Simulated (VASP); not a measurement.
A run of VASP 6.6.1:

The input INCAR:

```
SYSTEM = YMn2
  ALGO = Fast
  EDIFF = 1E-7
  ENCUT = 520
  GGA = PE
  ISIF = 2
  ISMEAR = 0
  LASPH = .True.
  LCHARG = .False.
  LREAL = .False.
  LWAVE = .False.
  NBANDS = 46
  NELM = 60
  PREC = Accurate
  SIGMA = 0.05
```

The input KPOINTS:

```
k-points
0
Gamma
  10 10 10
  0 0 0
```

POSCAR

```
YMn2
1.0
    0.0000000000      3.8400000000      3.8400000000
    3.8400000000      0.0000000000      3.8400000000
    3.8400000000      3.8400000000      0.0000000000
Y Mn
2 4
Direct
    0.0000000000      0.0000000000      0.0000000000
    0.2500000000      0.2500000000      0.2500000000
    0.6250000000      0.6250000000      0.6250000000
    0.1250000000      0.6250000000      0.6250000000
    0.6250000000      0.6250000000      0.1250000000
    0.6250000000      0.1250000000      0.6250000000
```

Potentials or basis: VASP PAW PBE potentials, release 64 (Y_sv, Mn_pv).

Command:

```bash
$ cat potpaw_PBE.64/Y_sv/POTCAR potpaw_PBE.64/Mn_pv/POTCAR > POTCAR
$ mpirun -np 1 vasp_std > vasp.out
```

Hardware: 1 thread of AMD EPYC 9R45 96-Core Processor (Zen 5), with other jobs on the host.

Task: Estimate the wall time of this run.

Result: Run time: 5.2 min on 1 thread of AMD EPYC 9R45 96-Core Processor (Zen 5), on a shared host, peak memory 0.35 GiB. Counts: scf iterations 31, k points 47.
